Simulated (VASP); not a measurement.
# BN (P6_3/mmc) in VASP: a series of runs, part 3 of 3

VASP 6.6.1. The steps go on from the part before.

**5. Single point, PBEsol (volume 9.547 Å^3 an atom, c/a of the conventional cell 3.0939)**

The input, INCAR:

```
SYSTEM = BN
  ALGO = Normal
  EDIFF = 1E-6
  ENCUT = 520
  GGA = PS
  ISIF = 2
  ISMEAR = 0
  LASPH = .True.
  LCHARG = .False.
  LREAL = .False.
  LWAVE = .False.
  NBANDS = 16
  NELM = 80
  PREC = Accurate
  SIGMA = 0.05
```

The input, KPOINTS:

```
k-points
0
Gamma
  12 12 4
  0 0 0
```

The input, POSCAR:

```
BN
1.0
    2.4245493863      0.0000000000      0.0000000000
   -1.2122746932      2.0997213612      0.0000000000
    0.0000000000      0.0000000000      7.5013133463
B N
2 2
Direct
    0.3333333333      0.6666666667      0.2500000000
    0.6666666667      0.3333333333      0.7500000000
    0.3333333333      0.6666666667      0.7500000000
    0.6666666667      0.3333333333      0.2500000000
```

Potentials or basis: VASP PAW PBE potentials, release 64 (B, N).

Command:

```sh
$ cat potpaw_PBE.64/B/POTCAR potpaw_PBE.64/N/POTCAR > POTCAR
$ mpirun -np 1 vasp_std > vasp.out
```

OUTCAR:

```text
SYSTEM = BN
   EDIFF = 1E-6
   ENCUT = 520
   GGA = PS
   ISIF = 2
   ISMEAR = 0
   LASPH = .True.
   LREAL = .False.
   NELM = 80
   PREC = Accurate

 ion  position               nearest neighbor table
   1  0.333  0.667  0.250-   4 1.40   4 1.40   4 1.40
   2  0.667  0.333  0.750-   3 1.40   3 1.40   3 1.40
   3  0.333  0.667  0.750-   2 1.40   2 1.40   2 1.40
   4  0.667  0.333  0.250-   1 1.40   1 1.40   1 1.40

  LATTYP: Found a hexagonal cell.
 ALAT       =     2.4245493863
 C/A-ratio  =     3.0939000000

  Lattice vectors:

 A1 = (   2.4245493863,   0.0000000000,   0.0000000000)
 A2 = (  -1.2122746932,   2.0997213612,   0.0000000000)
 A3 = (   0.0000000000,   0.0000000000,   7.5013133463)

Analysis of symmetry for initial positions (statically):
=====================================================================
 Subroutine PRICEL returns:
 Original cell was already a primitive cell.

 Routine SETGRP: Setting up the symmetry group for a
 hexagonal supercell.

 Subroutine GETGRP returns: Found 24 space group operations
 (whereof 12 operations were pure point group operations)
 out of a pool of 24 trial point group operations.

The static configuration has the point symmetry D_3d.
 The point group associated with its full space group is D_6h.

Analysis of symmetry for dynamics (positions and initial velocities):
=====================================================================
 Subroutine PRICEL returns:
 Original cell was already a primitive cell.

 Routine SETGRP: Setting up the symmetry group for a
 hexagonal supercell.

 Subroutine GETGRP returns: Found 24 space group operations
 (whereof 12 operations were pure point group operations)
 out of a pool of 24 trial point group operations.

The dynamic configuration has the point symmetry D_3d.
 The point group associated with its full space group is D_6h.

 Subroutine INISYM returns: Found 24 space group operations
 (whereof 12 operations are pure point group operations),
 and found     1 'primitive' translations

[... 115 lines left out ...]
   IALGO  =     38    algorithm
   IMIX   =      4    mixing-type and parameters
     AMIX     =   0.40;   BMIX     =  1.00
     AMIX_MAG =   1.60;   BMIX_MAG =  1.00
  volume/ion in A,a.u.               =       9.55        64.43
  Fermi-wavevector in a.u.,A,eV,Ry     =   1.225006  2.314925 20.417437  1.500639
  Thomas-Fermi vector in A             =   2.360060
   LORBIT       =      0    0 simple, 1 ext, 2 COOP (PROOUT), +10 PAW based schemes
   GGA     = PS    functional components
   LHFCALC =     F    Hartree Fock is set to
   AEXX    =    0.0000 exact exchange contribution
   IVDW    =     0    specifies the selected vdW correction
   LEPSILON=     F    determine dielectric tensor
   LRPA    =     F    only Hartree local field effects (RPA)
 non-spin polarized calculation
 Gauss-broadening in eV      SIGMA  =   0.05
  energy-cutoff  :      520.00
  volume of cell :       38.19
 maximum number of plane-waves:      1054
 NGX is ok and might be reduce to    18
   NGX =  9   NGY =  9   NGZ = 27

 number of electron      16.0000005 magnetization

 Free energy of the ion-electron system (eV)
  ---------------------------------------------------
  ext. energy  EPLUGINS =         0.00000000
  ---------------------------------------------------
  free energy    TOTEN  =       -36.29011307 eV

  energy without entropy =      -36.29011307  energy(sigma->0) =      -36.29011307

 E-fermi :   1.9670     XC(G=0):  -9.6446

 val. band max:        1.6713246004   @ k =   0.3333   0.3333   0.5000
 cond. band min:       6.1195658802   @ k =   0.0000   0.0000   0.0000
 fundamental gap:      4.4482412798
 Fermi energy:         1.9669676628

 k-point     1 :       0.0000    0.0000    0.0000
  band No.  band energies     occupation
      1     -16.5941      2.00000
      2     -16.4868      2.00000
      3      -4.6719      2.00000
      4      -3.5737      2.00000
      5       0.4839      2.00000
      6       0.4839      2.00000
[... 433 lines left out ...]
      3      -5.4071      2.00000
      4      -5.3936      2.00000
      5      -1.9970      2.00000
      6      -1.9864      2.00000
[... 8 lines left out ...]
     15      18.6602      0.00000
     16      20.5005      0.00000

 [... further k-points ...]
[... 5 lines left out ...]
  --------------------------------------------------------------------------------------
  -------------------------------------------------------------------------------------
  Total        8.6204544      8.6204544     -0.1017764     -0.0000000      0.0000000      0.0000000
  in kB      361.6685399    361.6685399     -4.2699970     -0.0000000      0.0000000      0.0000000
  external PRESSURE =     239.6890276 kB  Pullay stress =       0.0000000 kB

 VOLUME and BASIS-vectors are now :
 -----------------------------------------------------------------------------
  energy-cutoff  :      520.00
  volume of cell :       38.19
      direct lattice vectors                 reciprocal lattice vectors
     2.424549386  0.000000000  0.000000000     0.412447775  0.238126834  0.000000000
    -1.212274693  2.099721361  0.000000000     0.000000000  0.476253668  0.000000000
     0.000000000  0.000000000  7.501313346     0.000000000  0.000000000  0.133309989

 POSITION                                       TOTAL-FORCE (eV/Angst)
 -----------------------------------------------------------------------------------
     -0.00000      1.39981      1.87533         0.000000     -0.000000      0.000000
      1.21227      0.69991      5.62599         0.000000      0.000000      0.000000
     -0.00000      1.39981      5.62599        -0.000000     -0.000000      0.000000
      1.21227      0.69991      1.87533        -0.000000      0.000000      0.000000
 -----------------------------------------------------------------------------------
    total drift:                                0.000000     -0.000000      0.000000

  FREE ENERGIE OF THE ION-ELECTRON SYSTEM (eV)
  ---------------------------------------------------
  free  energy   TOTEN  =       -36.2901130667 eV

  energy  without entropy=      -36.2901130667  energy(sigma->0) =      -36.29011307
```

stdout:

```text
POSCAR found type information on POSCAR B N
 POSCAR found :  2 types and       4 ions
 scaLAPACK will be used
 -----------------------------------------------------------------------------
|                                                                             |
|                                                                             |
|     You enforced a specific xc type in the INCAR file but a different       |
|     I HOPE YOU KNOW WHAT YOU ARE DOING!                                     |
|                                                                             |
 -----------------------------------------------------------------------------

 LDA part: xc-table for (Slater+PW92), standard interpolation
 POSCAR, INCAR and KPOINTS ok, starting setup
 FFT: planning ... GRIDC
 FFT: planning ... GRID_SOFT
 FFT: planning ... GRID
 WAVECAR not read
 entering main loop
```

It took 40 s on 1 thread of Intel Xeon 8259CL, shared host; peak memory 0.16 GiB.

What came out:

| Property | Result |
| --- | --- |
| Free energy | -36.2901 eV |
| Pressure | 24.0 GPa |
| Band gap on the k mesh | 4.45 eV, indirect (least direct gap 4.85 eV) |

Stress tensor (GPa, compression positive):
```
36.17  0.00  0.00
 0.00 36.17  0.00
 0.00  0.00 -0.43
```

Caveat: the PAW data sets were made with another functional, which shifts forces and pressure a little; this functional lacks dispersion, which binds the layers, so the pressure and a relaxed spacing across them are unreliable. A k mesh can miss the band edges.

**6. Overview**

| cell | gap on the mesh (eV) | pressure (GPa) |
| --- | --- | --- |
| a = 2.480, b = 2.480, c = 6.481 Å, angles 90.0, 90.0, 120.0°, 4 atoms | 4.16 | 8.5 |
| a = 2.565, b = 2.565, c = 6.703 Å, angles 90.0, 90.0, 120.0°, 4 atoms | 4.06 | -14.9 |
| a = 2.464, b = 2.464, c = 7.264 Å, angles 90.0, 90.0, 120.0°, 4 atoms | 4.40 | 11.7 |
| a = 2.425, b = 2.425, c = 7.501 Å, angles 90.0, 90.0, 120.0°, 4 atoms | 4.45 | 24.0 |

Alike in all rows: task single point; level PBEsol; potentials or basis VASP PAW PBE potentials, release 64 (B, N); no spin polarisation; k mesh 12 × 12 × 4; cutoff (eV) 520; smearing gaussian 0.05 eV.

Caveats: the PAW data sets were made with another functional, which shifts forces and pressure a little; this functional lacks dispersion, which binds the layers, so the pressure and a relaxed spacing across them are unreliable.

Absolute energies hang on the potentials; compare differences alone.
